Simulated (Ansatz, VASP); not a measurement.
# Two plane-wave programs on PC5

```
P C
1.0
     4.52584    0.00000    0.00000
    -2.26292    3.91949    0.00000
     0.00000    0.00000    7.68585
P C
2 10
Direct
  0.00000 0.00000 0.34602
  0.00000 0.00000 0.65398
  0.66667 0.33333 0.27076
  0.63240 0.63240 0.27599
  0.33333 0.66667 0.27076
  0.00000 0.36760 0.27599
  0.36760 0.00000 0.27599
  0.33333 0.66667 0.72924
  0.00000 0.63240 0.72401
  0.66667 0.33333 0.72924
  0.63240 0.00000 0.72401
  0.36760 0.36760 0.72401
```

Alike in both runs: functional PBE; k mesh 12 × 12 × 4; occupations gaussian, width 0.1 eV; no spin polarisation.

Ansatz relaxed the structure, and its values are those at the end. VASP's run is a single point on that final structure, the one shown.

|  | VASP | Ansatz |
| --- | --- | --- |
| version | VASP 6.6.1 | Ansatz 0.2.0 |
| potentials or method | VASP PAW PBE potentials, release 64 (P, C), cutoff 520 eV | scalar-relativistic, plane waves, PAW |
| valence electrons in the cell | 50 | 50 |

```csv
,VASP,Ansatz,Ansatz less VASP
gap on the k mesh at the Fermi level (eV),none,none,-
pressure (GPa),0.0,0.0,-0.02
rms of the force components (eV/Å),0.029,0.000,-0.0289
```

A gap of «none» marks a metal or a gap that the smearing closes. With one functional, cell and mesh, what is left measures potentials, basis and numerics.
